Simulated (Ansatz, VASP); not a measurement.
## Sn4P in VASP and in Ansatz

Contents of INCAR:

```
SYSTEM = Sn4P
ALGO = Normal
EDIFF = 1E-6
EDIFFG = -0.01
ENCUT = 600
GGA = PE
IBRION = 2
ISIF = 3
ISMEAR = 0
LASPH = .True.
LCHARG = .False.
LREAL = .False.
LWAVE = .False.
NELM = 60
NSW = 100
PREC = Accurate
SIGMA = 0.1
```

KPOINTS

```
k-points
0
Gamma
  8 8 8
  0 0 0
```

Contents of POSCAR:

```
Sn4P
1.0
    5.2112737017      0.0000000000      0.0000000000
    0.0000000000      5.2112737017      0.0000000000
    0.0000000000      0.0000000000      5.2112737017
Sn P
4 1
Direct
    0.0000000000      0.5000000000      0.5000000000
    0.5000000000      0.5000000000      0.0000000000
    0.5000000000      0.0000000000      0.5000000000
    0.0000000000      0.0000000000      0.0000000000
    0.5000000000      0.5000000000      0.5000000000
```

Input for Ansatz:

```yaml
crystal:
  lattice:
    - [5.2112737017, 0.0, 0.0]
    - [0.0, 5.2112737017, 0.0]
    - [0.0, 0.0, 5.2112737017]
  atoms:
    - { symbol: Sn, position: [0.0, 0.5, 0.5] }
    - { symbol: Sn, position: [0.5, 0.5, 0.0] }
    - { symbol: Sn, position: [0.5, 0.0, 0.5] }
    - { symbol: Sn, position: [0.0, 0.0, 0.0] }
    - { symbol: P, position: [0.5, 0.5, 0.5] }
basis:
  ecutwfc: 420
kpoints:
  mp_grid: { grid: [8, 8, 8] }
hamiltonian:
  xc: pbe
scf:
  occupations: { method: gaussian, width: 0.1 }
output:
  forces: true
  stress: true
  eigenvalues: true
  write_density: true
  write_potential: true
  elf: true
  volumetric_format: npy
relax:
  adjacent_minimum: "off"
  f_tol: 0.01
  max_steps: 80
  cell: { stress_tol: 0.05 }
```

Change from the starting cell: species swapped into the Fe4N type (Pm-3m, No. 221).

Alike in both runs: task relaxation of cell and atoms; functional PBE; k mesh 8 × 8 × 8; occupations gaussian, width 0.1 eV; no spin polarisation.

|  | VASP | Ansatz |
| --- | --- | --- |
| version | VASP 6.6.1 | Ansatz 0.2.0 |
| potentials or method | VASP PAW PBE potentials, release 64 (Sn_d, P), cutoff 600 eV | scalar-relativistic, plane waves, PAW |
| valence electrons in the cell | 61 | 61 |

VASP gave:

- gap on the k mesh at the Fermi level, each at its own relaxed structure (eV): none
- relaxed volume (Å³/atom): 29.48
- relaxed cell length with the largest relative difference (Å): 5.283

Q: Estimate Ansatz's values.

A: gap on the k mesh at the Fermi level, each at its own relaxed structure (eV): none; relaxed volume (Å³/atom): 29.50; relaxed cell length with the largest relative difference (Å): 5.284.

A gap of «none» marks a metal or a gap that the smearing closes.
